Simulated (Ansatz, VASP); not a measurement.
# One calculation of SnO, two programs

```
CELL_PARAMETERS angstrom
3.78810 0.00000 0.00000
0.00000 3.78810 0.00000
0.00000 0.00000 4.85411
ATOMIC_POSITIONS crystal
Sn 0.50000 0.00000 0.76463
Sn 0.00000 0.50000 0.23537
O 0.00000 0.00000 0.00000
O 0.50000 0.50000 0.00000
```

Alike in both runs: task single point; functional PBEsol; dispersion D4; k mesh 7 × 7 × 6; occupations fermi-dirac, width 0.05 eV; no spin polarisation.

|  | VASP | Ansatz |
| --- | --- | --- |
| version | VASP 6.6.1 | Ansatz 0.2.0 |
| potentials or method | VASP PAW PBE potentials, release 64 (Sn_d, O) | Ansatz PAW |
| plane-wave cutoff (eV) | 520 | 420 |
| valence electrons in the cell | 40 | 40 |

|  | VASP | Ansatz | Ansatz less VASP |
| --- | --- | --- | --- |
| gap on the k mesh at the Fermi level (eV) | 0.30 | 0.28 | -0.014 |
| least direct gap on the mesh (eV) | 1.95 | 1.99 | +0.036 |
| pressure (GPa) | 0.3 | 0.0 | -0.26 |
| traceless stress, the component that is largest in VASP (GPa) | -0.45 | -0.46 | -0.013 |
| rms of the force components (eV/Å) | 0.185 | 0.148 | -0.0368 |

VASP's potentials were made for PBE, not for PBEsol. Atom by atom the forces differ by 0.037 eV/Å (rms over components).

Noted on Ansatz's run: odd divisions of the mesh miss points on the zone boundary, where band edges often lie, so the gap on the mesh can be too wide.
